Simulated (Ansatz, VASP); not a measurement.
**Two plane-wave programs on H3CCl**

```xyz
40
Lattice="8.3815 0.0000 0.0000 0.0000 8.3815 0.0000 0.0000 0.0000 8.3815" Properties=species:S:1:pos:R:3 pbc="T T T"
C     2.8491    7.8692    1.2415
C     5.5121    2.8641    3.6999
C     0.9937    7.0682    5.0072
C     6.6417    7.4659    0.7328
C     0.0198    2.9791    8.3274
C     4.5806    7.9852    6.3241
C     0.7101    3.1069    3.4008
C     3.3102    3.0867    0.9656
Cl    3.6275    6.7214    2.3725
Cl    3.9201    3.1750    4.4594
Cl    0.9032    8.0256    6.5142
Cl    7.6223    7.0613    2.1684
Cl   -1.5352    3.8608    8.2507
Cl    5.1945    9.4831    7.1040
Cl    0.5175    3.3388    5.1557
Cl    3.3141    4.1788   -0.4645
H     1.9710    8.3012    1.7402
H     3.5729    8.6464    0.9715
H     2.5388    7.3367    0.3370
H     6.2700    3.4538    4.2334
H     5.7307    1.7900    3.7787
H     5.4564    3.1738    2.6487
H     1.2665    7.7430    4.1905
H     1.7435    6.2782    5.1245
H     0.0045    6.6324    4.8378
H     7.2727    7.9657   -0.0083
H     6.2211    6.5409    0.3244
H     5.8399    8.1290    1.0542
H     0.0888    2.4412    9.2811
H     0.0849    2.2718    7.4908
H     0.8389    3.7072    8.2349
H     3.5097    7.8928    6.5393
H     4.7444    8.1240    5.2513
H     5.1285    7.1105    6.6939
H     0.7097    4.0913    2.9172
H     1.6721    2.6039    3.2507
H    -0.1222    2.4885    3.0539
H     2.5276    2.3183    0.8705
H     4.2928    2.6010    0.9670
H     3.1574    3.6758    1.8746
```

Alike in both runs: functional PBE; dispersion D3(BJ); k mesh 1 × 1 × 1; occupations fermi-dirac, width 0.02 eV; no spin polarisation.

Ansatz relaxed the structure, and its values are those at the end. VASP's run is a single point on that final structure, the one shown.

|  | VASP | Ansatz |
| --- | --- | --- |
| version | VASP 6.6.1 | Ansatz 0.2.0 |
| potentials or method | VASP PAW PBE potentials, release 64 (C_h, Cl, H_h), cutoff 1000 eV | scalar-relativistic, plane waves, PAW |
| valence electrons in the cell | 112 | 112 |

Ansatz gave:

```
gap on the k mesh at the Fermi level (eV) : 5.41
rms of the force components (eV/Å)        : 0.091
```

Task: What did VASP give for the same quantities?

Result: gap on the k mesh at the Fermi level (eV): 5.45; rms of the force components (eV/Å): 0.090.

Ansatz's warnings: xc potential rough in thin density.
